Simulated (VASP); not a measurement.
# Ga3Sb: relaxation of cell and atoms with PBEsol+D3(BJ)

Ga3Sb:

```
Ga Sb
1.0
    -2.15880    2.15880    4.76048
     2.15880   -2.15880    4.76048
     2.15880    2.15880   -4.76048
Ga Sb
3 1
Direct
  0.75000 0.25000 0.50000
  0.25000 0.75000 0.50000
  0.50000 0.50000 0.00000
  0.00000 0.00000 0.00000
```

| Item | Value |
| --- | --- |
| Program | VASP 6.6.1 |
| Task | relaxation of cell and atoms |
| Functional | PBEsol |
| Dispersion | D3(BJ) |
| Potentials or basis | VASP PAW PBE potentials, release 64 (Ga_d, Sb) |
| Cutoff | 600 eV |
| k mesh | 14 × 14 × 14 |
| Occupations | gaussian, width 0.1 eV |
| Spin | no spin polarisation |
| Dipole correction | no |
| Further INCAR settings | ALGO = Fast; EDIFF = 1e-06; IBRION = 2; EDIFFG = -0.01; NSW = 80; ISIF = 3 |

* Relaxed volume: 19.62 Å³/atom
* Relaxed cell: a = 5.368 Å, b = 5.368 Å, c = 5.368 Å, α = 134.10°, β = 134.10°, γ = 66.94°
* Space group after relaxing (to 0.1 Å): I4/mmm (No. 139)
* Energy gained by relaxing: 54.3 meV/atom
* Ionic steps: 6
* Pressure after relaxing: 0.0 GPa
* Band gap on the k mesh: zero (bands 22 and 23 overlap by 5.05 eV)
* Dispersion energy per atom: -0.374 eV

The path:
| step | energy change (eV) | largest force (eV/Å) | pressure (GPa) | volume (Å³) |
| --- | --- | --- | --- | --- |
| 1 | 0.0000 | 0.0000 | -6.06 | 88.74 |
| 2 | -0.2144 | 0.0000 | 0.09 | 78.40 |
| 3 | -0.2144 | 0.0000 | -0.08 | 78.50 |
| 4 | -0.2148 | 0.0000 | -0.01 | 78.50 |
| 5 | -0.2159 | 0.0000 | -0.02 | 78.50 |
| 6 | -0.2171 | 0.0000 | 0.01 | 78.48 |

Final structure:
```cif
data_structure
_symmetry_space_group_name_H-M 'P 1'
_symmetry_Int_Tables_number 1
_cell_length_a 5.3678
_cell_length_b 5.3678
_cell_length_c 5.3678
_cell_angle_alpha 134.096
_cell_angle_beta 134.096
_cell_angle_gamma 66.938
_cell_volume 78.48
loop_
_atom_site_label
_atom_site_type_symbol
_atom_site_fract_x
_atom_site_fract_y
_atom_site_fract_z
_atom_site_occupancy
Ga1 Ga 0.75000 0.25000 0.50000 1
Ga2 Ga 0.25000 0.75000 0.50000 1
Ga3 Ga 0.50000 0.50000 0.00000 1
Sb1 Sb 0.00000 0.00000 0.00000 1
```

Levels at points of the mesh, in eV from the Fermi level:
```csv
k point,band 19,band 20,band 21,band 22,band 23,band 24,band 25,band 26
"(0.00, 0.00, 0.00)",-2.76,-2.07,-2.07,-1.72,-0.56,-0.56,0.71,0.87
"(0.50, 0.00, 0.00)",-5.35,-1.21,-0.43,-0.34,0.15,1.92,3.07,3.41
"(0.50, 0.50, 0.00)",-5.39,-5.33,-4.72,-0.21,0.27,0.27,1.01,7.55
"(0.50, 0.50, 0.50)",-3.50,-3.50,-2.46,2.57,3.04,3.04,4.02,4.98
```

It took 32 min on 1 thread of Intel(R) Xeon(R) 6975P-C (Granite Rapids), with other jobs on the host, peak memory 0.81 GiB.

Caveat: the PAW data sets were made with another functional, which shifts forces and pressure a little; spin-orbit coupling is left out, which moves the levels of the heavy elements.
